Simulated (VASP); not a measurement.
# Ru (I4/mmm) in VASP: single point with PBE

Aim: the single point of Ru with PBE.

Program: VASP 6.6.1. These are calculated values, not measurements. Logs are shortened: lines on timing, memory, paths and dates and some standing lists are left out, and cuts for length are marked.

### 1 The cell of the first run

The structure is tetragonal, space group I4/mmm (No. 139). The conventional cell has a = 2.745 Å, b = 2.745 Å, c = 3.727 Å, α = 90.00°, β = 90.00°, γ = 90.00°. Within 3.5 Å of Ru (site symmetry 4/mmm) lie 12 Ru at 2.69 to 2.75 Å.

### 2 Single point, PBE

Input file INCAR:

```
PREC     = Accurate       # precision mode
ENCUT    = 520            # plane-wave cutoff, eV
EDIFF    = 1E-6           # SCF threshold, eV
ISMEAR   = 0              # smearing method
SIGMA    = 0.15           # smearing width, eV
LREAL    = F              # projectors in reciprocal space
LASPH    = T              # aspherical terms in the spheres
NELM     = 100            # most SCF steps
ALGO     = Fast           # electronic algorithm
ISIF     = 2              # what is computed and relaxed
LWAVE    = F              # write WAVECAR
LCHARG   = F              # write CHGCAR
GGA      = PE             # functional
NBANDS   = 13             # bands
```

Input file KPOINTS:

```
regular mesh
0
Gamma
  24 24 24
```

Input file POSCAR:

```
Ru
1.0
    0.0000000000      1.9412361369      1.8635866914
    1.9412361369      0.0000000000      1.8635866914
    1.9412361369      1.9412361369      0.0000000000
Ru
1
Direct
    0.0000000000      0.0000000000      0.0000000000
```

Potentials or basis: VASP PAW PBE potentials, release 64 (Ru_pv).

Run with:

```sh
cat potpaw_PBE.64/Ru_pv/POTCAR > POTCAR
mpirun -np 1 vasp_std > vasp.out
```

OUTCAR:

```text
PREC = Accurate
   ENCUT = 520
   EDIFF = 1E-6
   ISMEAR = 0
   LREAL = F
   LASPH = T
   NELM = 100
   ISIF = 2
   GGA = PE

 ion  position               nearest neighbor table
   1  0.000  0.000  0.000-

  LATTYP: Found a body centered tetragonal cell.
 ALAT       =     2.7453224726
 C/A-ratio  =     1.3576450199

  Lattice vectors:

 A1 = (   0.0000000000,  -1.9412361369,  -1.8635866914)
 A2 = (   0.0000000000,   1.9412361369,  -1.8635866914)
 A3 = (   1.9412361369,   0.0000000000,   1.8635866914)

Analysis of symmetry for initial positions (statically):
=====================================================================
 Subroutine PRICEL returns:
 Original cell was already a primitive cell.

 Routine SETGRP: Setting up the symmetry group for a
 body centered tetragonal supercell.

 Subroutine GETGRP returns: Found 16 space group operations
 (whereof 16 operations were pure point group operations)
 out of a pool of 16 trial point group operations.

The static configuration has the point symmetry D_4h.

Analysis of symmetry for dynamics (positions and initial velocities):
=====================================================================
 Subroutine PRICEL returns:
 Original cell was already a primitive cell.

 Routine SETGRP: Setting up the symmetry group for a
 body centered tetragonal supercell.

 Subroutine GETGRP returns: Found 16 space group operations
 (whereof 16 operations were pure point group operations)
 out of a pool of 16 trial point group operations.

The dynamic configuration has the point symmetry D_4h.

 Subroutine INISYM returns: Found 16 space group operations
 (whereof 16 operations are pure point group operations),
 and found     1 'primitive' translations

----------------------------------------------------------------------------------------

                                     Primitive cell

  volume of cell :      14.0455

  direct lattice vectors                    reciprocal lattice vectors
     0.000000000  1.941236137  1.863586691    -0.257567841  0.257567841  0.268299834
     1.941236137  0.000000000  1.863586691     0.257567841 -0.257567841  0.268299834
     1.941236137  1.941236137  0.000000000     0.257567841  0.257567841 -0.268299834

  length of vectors
     2.690976235  2.690976235  2.745322473     0.452401576  0.452401576  0.452401576

  position of ions in fractional coordinates (direct lattice)
     0.000000000  0.000000000  0.000000000

  ion indices of the primitive-cell ions
   primitive index   ion index
                 1           1

----------------------------------------------------------------------------------------

 KPOINTS: regular mesh

Automatic generation of k-mesh.
 Grid dimensions read from file:
 generate k-points for:   24   24   24

 Generating k-lattice:

  Cartesian coordinates                     Fractional coordinates (reciprocal lattice)
    -0.010731993  0.010731993  0.011179160     0.041666667  0.000000000  0.000000000
     0.010731993 -0.010731993  0.011179160     0.000000000  0.041666667  0.000000000
     0.010731993  0.010731993 -0.011179160     0.000000000  0.000000000  0.041666667

  Length of vectors
     0.018850066  0.018850066  0.018850066

  Shift w.r.t. Gamma in fractional coordinates (k-lattice)
     0.000000000  0.000000000  0.000000000

 Subroutine IBZKPT returns following result:
 ===========================================

 Found   1063 irreducible k-points:

 Following reciprocal coordinates:
            Coordinates               Weight
  0.000000  0.000000  0.000000      1.000000
  0.041667 -0.000000  0.000000      8.000000
  0.083333  0.000000  0.000000      8.000000
  0.125000  0.000000  0.000000      8.000000
  0.166667 -0.000000  0.000000      8.000000
  0.208333 -0.000000  0.000000      8.000000
[... 16 lines left out ...]
  0.416667  0.041667  0.000000      8.000000
  0.458333  0.041667  0.000000      8.000000
 [... further k-points ...]
   k-points           NKPTS =   1063   k-points in BZ     NKDIM =   1063   number of bands    NBANDS=     13
   number of dos      NEDOS =    301   number of ions     NIONS =      1
   total plane-waves  NPLWV =   8000
   dimension x,y,z NGX =    20 NGY =   20 NGZ =   20
   dimension x,y,z NGXF=    40 NGYF=   40 NGZF=   40
   ions per type =               1
   NGX,Y,Z   is equivalent  to a cutoff of  12.36, 12.36, 12.11 a.u.
   NGXF,Y,Z  is equivalent  to a cutoff of  24.71, 24.71, 24.22 a.u.
 SYSTEM =  unknown system
   PREC   = accura    normal or accurate (medium, high low for compatibility)
   ISTART =      0    job   : 0-new  1-cont  2-samecut
   ICHARG =      2    charge: 1-file 2-atom 10-const
   ISPIN  =      1    spin polarized calculation?
   LNONCOLLINEAR =      F non collinear calculations
   LSORBIT =      F    spin-orbit coupling
   LASPH  =      T    aspherical Exc in radial PAW
   ENCUT  =  520.0 eV  38.22 Ry    6.18 a.u.   5.00  5.00  5.10*2*pi/ulx,y,z
   NELM   =    100;   NELMIN=  2; NELMDL= -5     # of ELM steps
   EDIFF  = 0.1E-05   stopping-criterion for ELM
   LREAL  =      F    real-space projection
   EDIFFG = 0.1E-04   stopping-criterion for IOM
   NSW    =      0    number of steps for IOM
   IBRION =     -1    ionic relax: 0-MD 1-quasi-New 2-CG
   NFREE  =      0    steps in history (QN), initial steepest desc. (CG)
   ISIF   =      2    stress and relaxation
   ISYM   =      2    0-nonsym 1-usesym 2-fastsym
   POTIM  = 0.5000    time-step for ionic-motion
   TEBEG  =    0.0;   TEEND  =   0.0 temperature during run
   PSTRESS=    0.0 pullay stress
   NELECT =      14.0000    total number of electrons
   NUPDOWN=      -1.0000    fix difference up-down
   EMIN   =  10.00;   EMAX   =-10.00  energy-range for DOS
   EFERMI =   0.00;   METHOD = LEGACY
   ISMEAR =     0;   SIGMA  =   0.15  broadening in eV -4-tet -1-fermi 0-gaus
   EFERMI_NEDOS =   21; number of points for ismear=-14 and -15
   IALGO  =     68    algorithm
   IMIX   =      4    mixing-type and parameters
     AMIX     =   0.40;   BMIX     =  1.00
     AMIX_MAG =   1.60;   BMIX_MAG =  1.00
  volume/ion in A,a.u.               =      14.05        94.78
  Fermi-wavevector in a.u.,A,eV,Ry     =   1.635330  3.090326 36.386117  2.674304
  Thomas-Fermi vector in A             =   2.726821
   LORBIT       =      0    0 simple, 1 ext, 2 COOP (PROOUT), +10 PAW based schemes
   GGA     = PE    functional components
   LHFCALC =     F    Hartree Fock is set to
   AEXX    =    0.0000 exact exchange contribution
   IVDW    =     0    specifies the selected vdW correction
   LEPSILON=     F    determine dielectric tensor
   LRPA    =     F    only Hartree local field effects (RPA)
 non-spin polarized calculation
 RMM-DIIS sequential band-by-band and
 Gauss-broadening in eV      SIGMA  =   0.15
  energy-cutoff  :      520.00
  volume of cell :       14.05
 maximum number of plane-waves:       392
   NGX =  9   NGY =  9   NGZ = 11

 number of electron      13.9999995 magnetization

 Free energy of the ion-electron system (eV)
  ---------------------------------------------------
  ext. energy  EPLUGINS =         0.00000000
  ---------------------------------------------------
  free energy    TOTEN  =        -9.11199030 eV

  energy without entropy =       -9.09833513  energy(sigma->0) =       -9.10516271

 E-fermi :  12.1525     XC(G=0): -13.9085

 val. band max:       12.1497704696   @ k =  -0.4167   0.0417   0.0000
 cond. band min:      12.1570398990   @ k =  -0.4167   0.0000   0.0417
 fundamental gap:      0.0072694294
 Fermi energy:        12.1525273888

 k-point     1 :       0.0000    0.0000    0.0000
  band No.  band energies     occupation
      1     -30.2749      2.00000
      2     -30.2749      2.00000
      3     -30.2716      2.00000
      4       4.4426      2.00000
      5       9.5516      2.00000
      6       9.5516      2.00000
      7      10.0181      2.00000
      8      11.7307      1.99993
      9      12.2834      0.21724
     10      22.7292      0.00000
     11      27.2571      0.00000
     12      32.3352      0.00000
     13      32.3352      0.00000

 k-point     2 :       0.0417   -0.0000    0.0000
  band No.  band energies     occupation
      1     -30.2909      2.00000
      2     -30.2776      2.00000
      3     -30.2744      2.00000
      4       4.5149      2.00000
      5       9.5392      2.00000
      6       9.5819      2.00000
      7      10.0228      2.00000
      8      11.7156      1.99996
      9      12.2599      0.31133
     10      22.7291      0.00000
     11      27.3763      0.00000
     12      32.1230      0.00000
     13      32.4493      0.00000

 k-point     3 :       0.0833    0.0000    0.0000
  band No.  band energies     occupation
      1     -30.3406      2.00000
      2     -30.2855      2.00000
      3     -30.2797      2.00000
      4       4.7266      2.00000
      5       9.4859      2.00000
      6       9.6651      2.00000
      7      10.0575      2.00000
      8      11.6801      1.99999
      9      12.1974      0.67214
     10      22.7292      0.00000
     11      27.7161      0.00000
     12      31.4085      0.00000
     13      32.7866      0.00000

 k-point     4 :       0.1250    0.0000    0.0000
  band No.  band energies     occupation
      1     -30.4193      2.00000
      2     -30.2981      2.00000
      3     -30.2878      2.00000
      4       5.0597      2.00000
      5       9.3858      2.00000
      6       9.7764      2.00000
      7      10.1408      2.00000
      8      11.6543      2.00000
      9      12.1203      1.23864
     10      22.7291      0.00000
     11      28.2194      0.00000
     12      30.4024      0.00000
     13      33.3313      0.00000

 k-point     5 :       0.1667   -0.0000    0.0000
  band No.  band energies     occupation
      1     -30.5210      2.00000
      2     -30.3144      2.00000
      3     -30.2983      2.00000
      4       5.4779      2.00000
      5       9.2850      2.00000
      6       9.8721      2.00000
      7      10.2444      2.00000
      8      11.6881      1.99999
      9      12.0708      1.55927
     10      22.7291      0.00000
     11      28.7627      0.00000
     12      29.3444      0.00000
     13      34.0589      0.00000
[... 257 lines left out ...]
 k-point    22 :       0.3750    0.0417    0.0000
  band No.  band energies     occupation
      1     -31.0671      2.00000
      2     -30.4162      2.00000
      3     -30.3580      2.00000
      4       6.5325      2.00000
      5       9.6127      2.00000
      6       9.9965      2.00000
      7      10.9375      2.00000
      8      13.1170      0.00000
      9      13.3569      0.00000
     10      22.7281      0.00000
     11      24.2865      0.00000
     12      27.9534      0.00000
     13      33.9750      0.00000

 k-point    23 :       0.4167    0.0417    0.0000
  band No.  band energies     occupation
      1     -31.1460      2.00000
      2     -30.4276      2.00000
      3     -30.3695      2.00000
      4       6.4695      2.00000
      5       9.5078      2.00000
      6       9.8870      2.00000
      7      11.6599      2.00000
      8      13.5934      0.00000
      9      13.6718      0.00000
     10      22.7245      0.00000
     11      23.2035      0.00000
     12      27.4271      0.00000
     13      33.2352      0.00000

 k-point    24 :       0.4583    0.0417    0.0000
  band No.  band energies     occupation
      1     -31.1988      2.00000
      2     -30.4341      2.00000
      3     -30.3786      2.00000
      4       6.4138      2.00000
      5       9.4316      2.00000
      6       9.8095      2.00000
      7      12.2313      0.45792
      8      13.8748      0.00000
      9      14.0270      0.00000
     10      22.3024      0.00000
     11      22.7353      0.00000
     12      27.0820      0.00000
     13      32.7686      0.00000

 [... further k-points ...]

------------------------ aborting loop because EDIFF is reached ----------------------------------------

  FORCE on cell =-STRESS in cart. coord.  units (eV):
  Direction    XX          YY          ZZ          XY          YZ          ZX
  --------------------------------------------------------------------------------------
  -------------------------------------------------------------------------------------
  Total       -0.6698570     -0.6698570      0.1742153      0.0000000     -0.0000000     -0.0000000
  in kB      -76.4110827    -76.4110827     19.8728636      0.0000000     -0.0000000     -0.0000000
  external PRESSURE =     -44.3164339 kB  Pullay stress =       0.0000000 kB

 VOLUME and BASIS-vectors are now :
 -----------------------------------------------------------------------------
  energy-cutoff  :      520.00
  volume of cell :       14.05
      direct lattice vectors                 reciprocal lattice vectors
     0.000000000  1.941236137  1.863586691    -0.257567841  0.257567841  0.268299834
     1.941236137  0.000000000  1.863586691     0.257567841 -0.257567841  0.268299834
     1.941236137  1.941236137  0.000000000     0.257567841  0.257567841 -0.268299834

 POSITION                                       TOTAL-FORCE (eV/Angst)
 -----------------------------------------------------------------------------------
      0.00000      0.00000      0.00000        -0.000000      0.000000      0.000000
 -----------------------------------------------------------------------------------
    total drift:                                0.000000     -0.000000     -0.000000

  FREE ENERGIE OF THE ION-ELECTRON SYSTEM (eV)
  ---------------------------------------------------
  free  energy   TOTEN  =        -9.1119902988 eV

  energy  without entropy=       -9.0983351303  energy(sigma->0) =       -9.10516271
```

Wall time 3.2 min (1 thread of Intel Xeon 8259CL, shared host); peak memory 0.28 GiB.

Results:

```
Free energy            : -9.1120 eV
Pressure               : -4.4 GPa
Band gap on the k mesh : zero (bands 7 and 8 overlap by 3.43 eV)
```

Stress tensor (GPa, compression positive):
```
-7.64  0.00  0.00
 0.00 -7.64  0.00
 0.00  0.00  1.99
```

Caveat: the cell stands under tension.
